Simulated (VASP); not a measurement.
Here is a VASP 6.6.1 calculation.

INCAR

```
PREC = Accurate
ENCUT = 700
EDIFF = 1E-6
ISMEAR = 0
SIGMA = 0.05
LREAL = F
LASPH = T
NELM = 200
ALGO = Normal
ISIF = 2
LWAVE = F
LCHARG = F
ISPIN = 2
MAGMOM = 0.5 0
LORBIT = 11
LMAXMIX = 4
LDAU = T
LDAUTYPE = 2
LDAUL = 2 -1
LDAUU = 6.2 0
LDAUJ = 0 0
LDAUPRINT = 1
GGA = PE
NBANDS = 23
GGA_COMPAT = F
```

The input KPOINTS:

```
regular mesh
0
Gamma
  10 10 10
```

Contents of POSCAR:

```
NiO
1.0
    0.0000000000      2.3247345634      2.3247345634
    2.3247345634      0.0000000000      2.3247345634
    2.3247345634      2.3247345634      0.0000000000
Ni O
1 1
Direct
    0.0000000000      0.0000000000      0.0000000000
    0.2500000000      0.2500000000      0.2500000000
```

Potentials or basis: VASP PAW PBE potentials, release 64 (Ni_sv_GW, O).

The run is started by

```sh
$ cat potpaw_PBE.64/Ni_sv_GW/POTCAR potpaw_PBE.64/O/POTCAR > POTCAR
$ mpirun -np 1 vasp_std > vasp.out
```

Predict the net moment.

2.00 μB per cell.

What does it give for the pressure?

-11.5 GPa.

What does it give for the site moments?

Ni +1.75; O +0.26 μB.

Eigenvalues of the final occupation matrices:
```
    site  spin  trace               eigenvalues
site 1 d     1   4.73  0.94 0.94 0.95 0.95 0.95
site 1 d     2   3.00  0.38 0.38 0.38 0.93 0.93
```

Caveat: the cell stands under tension; a cell with one magnetic atom can't hold antiferromagnetic order, which such compounds often take. The state reached can hang on the start; a lower one may exist.
